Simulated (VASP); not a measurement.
# SrCl2 (Fm-3m) in VASP: a series of runs

SrCl2 is run at these levels: PBE; tasks: single point.

All numbers are computed with VASP 6.6.1; they aren't measurements. Logs are shortened: lines on timing, memory, paths and dates and some standing lists are left out, and cuts for length are marked.

## (1) The cell of the first run

It takes space group Fm-3m (No. 225, cubic). The conventional cell has a = 6.895 Å, b = 6.895 Å, c = 6.895 Å, α = 90.00°, β = 90.00°, γ = 90.00°. Sr (site symmetry m-3m) has 8 Cl at 2.99 Å within 3.9 Å. Cl (site symmetry -43m) has 4 Sr at 2.99 Å and 6 Cl at 3.45 Å within 3.9 Å.

## (2) Single point, PBE (27.31 Å³/atom)

Input file INCAR:

```
ALGO = Normal
EDIFF = 1E-6
ENCUT = 520
GGA = PE
ISIF = 2
ISMEAR = 0
LASPH = T
LCHARG = F
LREAL = F
LWAVE = F
NBANDS = 19
NELM = 80
PREC = Accurate
SIGMA = 0.01
```

Input file KPOINTS:

```
k-points
0
Gamma
  6 6 6
```

Input file POSCAR:

```
SrCl2
1.0
    0.0000000000      3.4473729892      3.4473729892
    3.4473729892      0.0000000000      3.4473729892
    3.4473729892      3.4473729892      0.0000000000
Sr Cl
1 2
Direct
    0.0000000000      0.0000000000      0.0000000000
    0.2500000000      0.2500000000      0.2500000000
    0.7500000000      0.7500000000      0.7500000000
```

Potentials or basis: VASP PAW PBE potentials, release 64 (Sr_sv, Cl).

The run is started by

```
> cat potpaw_PBE.64/Sr_sv/POTCAR potpaw_PBE.64/Cl/POTCAR > POTCAR
> mpirun -np 1 vasp_std > vasp.out
```

OUTCAR:

```text
EDIFF = 1E-6
   ENCUT = 520
   GGA = PE
   ISIF = 2
   ISMEAR = 0
   LASPH = T
   LREAL = F
   NELM = 80
   PREC = Accurate

 ion  position               nearest neighbor table
   1  0.000  0.000  0.000-   3 2.99   3 2.99   3 2.99   2 2.99   3 2.99   2 2.99   2 2.99   2 2.99

   2  0.250  0.250  0.250-   1 2.99   1 2.99   1 2.99   1 2.99
   3  0.750  0.750  0.750-   1 2.99   1 2.99   1 2.99   1 2.99

  LATTYP: Found a face centered cubic cell.
 ALAT       =     6.8947459784

  Lattice vectors:

 A1 = (   0.0000000000,   3.4473729892,   3.4473729892)
 A2 = (   3.4473729892,   0.0000000000,   3.4473729892)
 A3 = (   3.4473729892,   3.4473729892,   0.0000000000)

Analysis of symmetry for initial positions (statically):
=====================================================================
 Subroutine PRICEL returns:
 Original cell was already a primitive cell.

 Routine SETGRP: Setting up the symmetry group for a
 face centered cubic supercell.

 Subroutine GETGRP returns: Found 48 space group operations
 (whereof 48 operations were pure point group operations)
 out of a pool of 48 trial point group operations.

The static configuration has the point symmetry O_h .

Analysis of symmetry for dynamics (positions and initial velocities):
=====================================================================
 Subroutine PRICEL returns:
 Original cell was already a primitive cell.

 Routine SETGRP: Setting up the symmetry group for a
 face centered cubic supercell.

 Subroutine GETGRP returns: Found 48 space group operations
 (whereof 48 operations were pure point group operations)
 out of a pool of 48 trial point group operations.

The dynamic configuration has the point symmetry O_h .

 Subroutine INISYM returns: Found 48 space group operations
 (whereof 48 operations are pure point group operations),
 and found     1 'primitive' translations

----------------------------------------------------------------------------------------

                                     Primitive cell

  volume of cell :      81.9398

  direct lattice vectors                    reciprocal lattice vectors
     0.000000000  3.447372989  3.447372989    -0.145037976  0.145037976  0.145037976
     3.447372989  0.000000000  3.447372989     0.145037976 -0.145037976  0.145037976
     3.447372989  3.447372989  0.000000000     0.145037976  0.145037976 -0.145037976
[... 74 lines left out ...]
   LASPH  =      T    aspherical Exc in radial PAW
   ENCUT  =  520.0 eV  38.22 Ry    6.18 a.u.   9.06  9.06  9.06*2*pi/ulx,y,z
   NELM   =     80;   NELMIN=  2; NELMDL= -5     # of ELM steps
   EDIFF  = 0.1E-05   stopping-criterion for ELM
   LREAL  =      F    real-space projection
   EDIFFG = 0.1E-04   stopping-criterion for IOM
   NSW    =      0    number of steps for IOM
   IBRION =     -1    ionic relax: 0-MD 1-quasi-New 2-CG
   NFREE  =      0    steps in history (QN), initial steepest desc. (CG)
   ISIF   =      2    stress and relaxation
   ISYM   =      2    0-nonsym 1-usesym 2-fastsym
   POTIM  = 0.5000    time-step for ionic-motion
   TEBEG  =    0.0;   TEEND  =   0.0 temperature during run
   PSTRESS=    0.0 pullay stress
   NELECT =      24.0000    total number of electrons
   NUPDOWN=      -1.0000    fix difference up-down
   EMIN   =  10.00;   EMAX   =-10.00  energy-range for DOS
   EFERMI =   0.00;   METHOD = LEGACY
   ISMEAR =     0;   SIGMA  =   0.01  broadening in eV -4-tet -1-fermi 0-gaus
   EFERMI_NEDOS =   21; number of points for ismear=-14 and -15
   IALGO  =     38    algorithm
   IMIX   =      4    mixing-type and parameters
     AMIX     =   0.40;   BMIX     =  1.00
     AMIX_MAG =   1.60;   BMIX_MAG =  1.00
  volume/ion in A,a.u.               =      27.31       184.32
  Fermi-wavevector in a.u.,A,eV,Ry     =   1.087211  2.054530 16.082449  1.182027
  Thomas-Fermi vector in A             =   2.223365
   LORBIT       =      0    0 simple, 1 ext, 2 COOP (PROOUT), +10 PAW based schemes
   GGA     = PE    functional components
   LHFCALC =     F    Hartree Fock is set to
   AEXX    =    0.0000 exact exchange contribution
   IVDW    =     0    specifies the selected vdW correction
   LEPSILON=     F    determine dielectric tensor
   LRPA    =     F    only Hartree local field effects (RPA)
 non-spin polarized calculation
 Gauss-broadening in eV      SIGMA  =   0.01
  energy-cutoff  :      520.00
  volume of cell :       81.94
 maximum number of plane-waves:      2229
   NGX = 19   NGY = 19   NGZ = 19

 number of electron      24.0000001 magnetization

 Free energy of the ion-electron system (eV)
  ---------------------------------------------------
  ext. energy  EPLUGINS =         0.00000000
  ---------------------------------------------------
  free energy    TOTEN  =       -12.74833703 eV

  energy without entropy =      -12.74833703  energy(sigma->0) =      -12.74833703

 E-fermi :   0.4582     XC(G=0):  -8.4368

 val. band max:        0.3907077779   @ k =   0.5000   0.5000   0.0000
 cond. band min:       5.8672460045   @ k =   0.0000   0.0000   0.0000
 fundamental gap:      5.4765382266
 Fermi energy:         0.4581566024

 k-point     1 :       0.0000    0.0000    0.0000
  band No.  band energies     occupation
      1     -32.3821      2.00000
      2     -14.3900      2.00000
      3     -14.3900      2.00000
      4     -14.3900      2.00000
      5     -13.0278      2.00000
      6     -12.1030      2.00000
[... 329 lines left out ...]
      6     -12.2061      2.00000
[... 11 lines left out ...]
     18      10.1958      0.00000
     19      10.5893      0.00000

------------------------ aborting loop because EDIFF is reached ----------------------------------------

  FORCE on cell =-STRESS in cart. coord.  units (eV):
  Direction    XX          YY          ZZ          XY          YZ          ZX
  --------------------------------------------------------------------------------------
  -------------------------------------------------------------------------------------
  Total        1.3025105      1.3025105      1.3025105      0.0000000      0.0000000      0.0000000
  in kB       25.4681260     25.4681260     25.4681260      0.0000000      0.0000000      0.0000000
  external PRESSURE =      25.4681260 kB  Pullay stress =       0.0000000 kB

 VOLUME and BASIS-vectors are now :
 -----------------------------------------------------------------------------
  energy-cutoff  :      520.00
  volume of cell :       81.94
      direct lattice vectors                 reciprocal lattice vectors
     0.000000000  3.447372989  3.447372989    -0.145037976  0.145037976  0.145037976
     3.447372989  0.000000000  3.447372989     0.145037976 -0.145037976  0.145037976
     3.447372989  3.447372989  0.000000000     0.145037976  0.145037976 -0.145037976

 POSITION                                       TOTAL-FORCE (eV/Angst)
 -----------------------------------------------------------------------------------
      0.00000      0.00000      0.00000         0.000000      0.000000      0.000000
      1.72369      1.72369      1.72369         0.000000      0.000000      0.000000
      5.17106      5.17106      5.17106        -0.000000     -0.000000     -0.000000
 -----------------------------------------------------------------------------------
    total drift:                                0.000000      0.000000      0.000000

  FREE ENERGIE OF THE ION-ELECTRON SYSTEM (eV)
  ---------------------------------------------------
  free  energy   TOTEN  =       -12.7483370328 eV

  energy  without entropy=      -12.7483370328  energy(sigma->0) =      -12.74833703
```

OSZICAR:

```text
N       E                     dE             d eps       ncg     rms          rms(c)
DAV:   1     0.140149300610E+03    0.14015E+03   -0.11576E+04   608   0.114E+03
DAV:   2    -0.358758344568E+01   -0.14374E+03   -0.13803E+03   797   0.221E+02
DAV:   3    -0.127198341906E+02   -0.91323E+01   -0.90989E+01   804   0.555E+01
DAV:   4    -0.130110879752E+02   -0.29125E+00   -0.29081E+00   973   0.867E+00
DAV:   5    -0.130139941000E+02   -0.29061E-02   -0.29060E-02   830   0.869E-01    0.141E+01
DAV:   6    -0.127315862114E+02    0.28241E+00   -0.55933E-01   680   0.423E+00    0.896E+00
DAV:   7    -0.127419681302E+02   -0.10382E-01   -0.37204E-01   811   0.367E+00    0.204E+00
DAV:   8    -0.127458746200E+02   -0.39065E-02   -0.55774E-02   691   0.130E+00    0.430E-01
DAV:   9    -0.127468633318E+02   -0.98871E-03   -0.18887E-03   767   0.269E-01    0.157E-01
DAV:  10    -0.127482033076E+02   -0.13400E-02   -0.92991E-04   643   0.179E-01    0.415E-02
DAV:  11    -0.127483141917E+02   -0.11088E-03   -0.76525E-05   777   0.490E-02    0.418E-02
DAV:  12    -0.127483367569E+02   -0.22565E-04   -0.28122E-05   644   0.267E-02    0.871E-03
DAV:  13    -0.127483370328E+02   -0.27588E-06   -0.65055E-07   706   0.514E-03
   1 F= -.12748337E+02 E0= -.12748337E+02  d E =-.136944E-23
```

It took 42 s on 1 thread of Intel Xeon 8259CL, shared host; peak memory 0.21 GiB.

What came out:

```
Free energy            : -12.7483 eV
Pressure               : 2.5 GPa
Band gap on the k mesh : 5.48 eV (least direct gap 5.49 eV)
```

Levels at points of the mesh, in eV from the valence-band top:
```
           k point  band 9  band 10  band 11  band 12  band 13  band 14  band 15  band 16
(0.00, 0.00, 0.00)   -2.25    -0.35    -0.35    -0.35     5.48     6.08     6.08     9.09
(0.50, 0.00, 0.00)   -1.56    -1.38    -1.10    -1.10     6.74     6.74     7.63     7.92
(0.50, 0.50, 0.00)   -1.96    -0.43    -0.43     0.00     5.49     7.13     7.69     8.11
```

## (3) Single point, PBE

This run uses another cell than the first one, of 28.53 Å³/atom.

Input file INCAR:

```
PREC = Accurate ; ENCUT = 520
EDIFF = 1E-6 ; ISMEAR = 0
SIGMA = 0.01 ; LREAL = F
LASPH = T ; NELM = 100
ALGO = Normal ; ISIF = 2
LWAVE = F ; LCHARG = F
GGA = PE ; NBANDS = 19
```

Input file KPOINTS:

```
Automatic mesh
0
Gamma
  6 6 6
```

Input file POSCAR:

```
SrCl2
1.0
    0.0000000000      3.4976509425      3.4976509425
    3.4976509425      0.0000000000      3.4976509425
    3.4976509425      3.4976509425      0.0000000000
Sr Cl
1 2
Direct
    0.0000000000      0.0000000000      0.0000000000
    0.2500000000      0.2500000000      0.2500000000
    0.7500000000      0.7500000000      0.7500000000
```

Potentials or basis: VASP PAW PBE potentials, release 64 (Sr_sv, Cl).

The run is started by

```
> cat potpaw_PBE.64/Sr_sv/POTCAR potpaw_PBE.64/Cl/POTCAR > POTCAR
> mpirun -np 1 vasp_std > vasp.out
```

Run time: 49 s. Hardware: 1 thread of Intel Xeon 8259CL, shared host; peak memory 0.24 GiB.

Results (log left out):

| Item | Value |
| --- | --- |
| Free energy | -12.7865 eV |
| Pressure | 0.8 GPa |
| Band gap on the k mesh | 5.31 eV (least direct gap 5.51 eV) |

Levels at points of the mesh, in eV from the valence-band top:
```
           k point  band 8  band 9  band 10  band 11  band 12  band 13  band 14  band 15  band 16  band 17
(0.00, 0.00, 0.00)   -2.10   -2.10    -0.33    -0.33    -0.33     5.31     6.10     6.10     9.02     9.02
(0.50, 0.00, 0.00)   -1.54   -1.48    -1.30    -1.04    -1.04     6.70     6.70     7.48     7.86     8.58
(0.50, 0.50, 0.00)   -1.86   -1.86    -0.40    -0.40     0.00     5.51     7.02     7.58     7.98     7.98
```

A k mesh can miss the band edges. Expect the measured gap to be larger: semilocal functionals such as PBE lack the derivative discontinuity.

## (4) Single point, PBE (28.18 Å³/atom)

This run uses another cell than the first one, of 28.18 Å³/atom.

Input file INCAR:

```
  PREC = Accurate
  ENCUT = 520
  EDIFF = 1E-7
  ISMEAR = 0
  SIGMA = 0.01
  LREAL = False
  LASPH = True
  NELM = 80
  ALGO = Normal
  ISIF = 2
  LWAVE = False
  LCHARG = True
  GGA = PE
  LELF = True
  LVHAR = True
  NBANDS = 19
```

Input file KPOINTS:

```
regular mesh
0
Gamma
  6 6 6
```

Input file POSCAR:

```
SrCl2
1.0
    0.0000000000      3.4836637928      3.4836637928
    3.4836637928      0.0000000000      3.4836637928
    3.4836637928      3.4836637928      0.0000000000
Sr Cl
1 2
Direct
    0.0000000000      0.0000000000      0.0000000000
    0.2500000000      0.2500000000      0.2500000000
    0.7500000000      0.7500000000      0.7500000000
```

The run is started by

```
> cat potpaw_PBE.64/Sr_sv/POTCAR potpaw_PBE.64/Cl/POTCAR > POTCAR
> mpirun -np 1 vasp_std > vasp.out
```

Run time: 44 s. Hardware: 1 thread of Intel Xeon 8259CL, shared host; peak memory 0.24 GiB.

The run converged. Its results:

```
Free energy            : -12.7798 eV
Pressure               : 1.2 GPa
Band gap on the k mesh : 5.35 eV (least direct gap 5.50 eV)
```

Levels at points of the mesh, in eV from the valence-band top:
```
           k point  band 8  band 9  band 10  band 11  band 12  band 13  band 14  band 15  band 16  band 17
(0.00, 0.00, 0.00)   -2.14   -2.14    -0.34    -0.34    -0.34     5.35     6.10     6.10     9.04     9.04
(0.50, 0.00, 0.00)   -1.58   -1.50    -1.33    -1.05    -1.05     6.72     6.72     7.52     7.88     8.64
(0.50, 0.50, 0.00)   -1.89   -1.89    -0.41    -0.41     0.00     5.50     7.05     7.61     8.02     8.02
```

A k mesh can miss the band edges.

## (5) Single point, PBE

This run uses another cell than the first one, of 29.06 Å³/atom.

Input file INCAR:

```
SYSTEM = SrCl2
  PREC = Accurate
  ENCUT = 520
  EDIFF = 1E-6
  ISMEAR = 0
  SIGMA = 0.01
  LREAL = .FALSE.
  LASPH = .TRUE.
  NELM = 100
  ALGO = Normal
  ISIF = 2
  LWAVE = .FALSE.
  LCHARG = .FALSE.
  GGA = PE
  NBANDS = 19
```

Input file KPOINTS:

```
Automatic mesh
0
G
  6 6 6
  0 0 0
```

Input file POSCAR:

```
SrCl2
1.0
    0.0000000000      3.5192138379      3.5192138379
    3.5192138379      0.0000000000      3.5192138379
    3.5192138379      3.5192138379      0.0000000000
Sr Cl
1 2
Direct
    0.0000000000      0.0000000000      0.0000000000
    0.2500000000      0.2500000000      0.2500000000
    0.7500000000      0.7500000000      0.7500000000
```

The run is started by

```
> cat potpaw_PBE.64/Sr_sv/POTCAR potpaw_PBE.64/Cl/POTCAR > POTCAR
> mpirun -np 1 vasp_std > vasp.out
```

It took 49 s on 1 thread of Intel Xeon 8259CL, shared host; peak memory 0.24 GiB.

It converged, with:

| Item | Value |
| --- | --- |
| Free energy | -12.7913 eV |
| Pressure | 0.1 GPa |
| Band gap on the k mesh | 5.24 eV (least direct gap 5.52 eV) |

Levels at points of the mesh, in eV from the valence-band top:
```csv
k point,band 8,band 9,band 10,band 11,band 12,band 13,band 14,band 15,band 16,band 17
"(0.00, 0.00, 0.00)",-2.04,-2.04,-0.33,-0.33,-0.33,5.24,6.10,6.10,8.99,8.99
"(0.50, 0.00, 0.00)",-1.49,-1.45,-1.27,-1.01,-1.01,6.69,6.69,7.41,7.83,8.50
"(0.50, 0.50, 0.00)",-1.82,-1.82,-0.38,-0.38,0.00,5.52,6.97,7.53,7.92,7.92
```

A k mesh can miss the band edges. Expect the measured gap to be larger: semilocal functionals such as PBE lack the derivative discontinuity.

(Part 1 of 2 ends here.)
